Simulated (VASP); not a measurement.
Wanted: the native input for a VASP 6.6.1 run.

- Task: relaxation of the atoms
- Functional: LDA
- Potentials or basis: VASP PAW LDA potentials, release 64 (Be, H)
- Cutoff: 520 eV
- k mesh: 5 × 6 × 4
- Occupations: gaussian, width 0.15 eV
- Spin: no spin polarisation
- Dipole correction: no
- Further INCAR settings: LREAL = Auto; ALGO = Normal; EDIFF = 1e-06; IBRION = 2; EDIFFG = -0.03; NSW = 80

The structure of Be16H (a cell with a defect) lies in POSCAR:

```
Be16H
1.0
   -2.2900000000     -3.9663960000      0.0000000000
    3.4350000000     -1.9831980000      0.0000000000
    0.0000000000      0.0000000000      7.1768600000
Be H
16 1
Direct
    0.7500000700      0.5000000400      0.0000000000
    0.5000000400      0.3333333600      0.2500000000
    0.7500000700      0.5000000400      0.5000000000
    0.5000000400      0.3333333600      0.7500000000
    0.5000000300      0.0000000200      0.0000000000
    0.2500000400      0.8333333600      0.2500000000
    0.5000000300      0.0000000200      0.5000000000
    0.2500000400      0.8333333600      0.7500000000
    0.2500000300      0.5000000200      0.0000000000
    0.0000000100      0.3333333400      0.2500000000
    0.2500000300      0.5000000200      0.5000000000
    0.0000000100      0.3333333400      0.7500000000
    0.0000000000      0.0000000000      0.0000000000
    0.7500000800      0.8333333800      0.2500000000
    0.0000000000      0.0000000000      0.5000000000
    0.7500000800      0.8333333800      0.7500000000
    0.7406172200      0.5056092700      0.6936275700
```

These files were run (other wordings do the same):

INCAR

```
  PREC = Accurate
  ENCUT = 520
  EDIFF = 1E-6
  ISMEAR = 0
  SIGMA = 0.15
  LREAL = Auto
  LASPH = T
  NELM = 100
  ALGO = Normal
  ISIF = 2
  LWAVE = F
  LCHARG = F
  GGA = CA
  IBRION = 2
  NSW = 80
  EDIFFG = -0.03
```

KPOINTS

```
Automatic mesh
0
Gamma
  5 6 4
```

Potentials or basis: VASP PAW LDA potentials, release 64 (Be, H).

Launch:

```sh
$ cat potpaw_LDA.64/Be/POTCAR potpaw_LDA.64/H/POTCAR > POTCAR
$ mpirun -np 1 vasp_std > vasp.out
```

It gave:

```
Energy gained by relaxing    : 18.7 meV/atom
Ionic steps                  : 10
Pressure after relaxing      : -4.5 GPa
Largest force after relaxing : 0.022 eV/Å
Band gap on the k mesh       : zero (an odd number of electrons rules out a gap without spin polarisation)
```

Wall time 37 min on 1 thread of Intel(R) Xeon(R) 6975P-C (Granite Rapids) (shared host), peak memory 0.27 GiB.
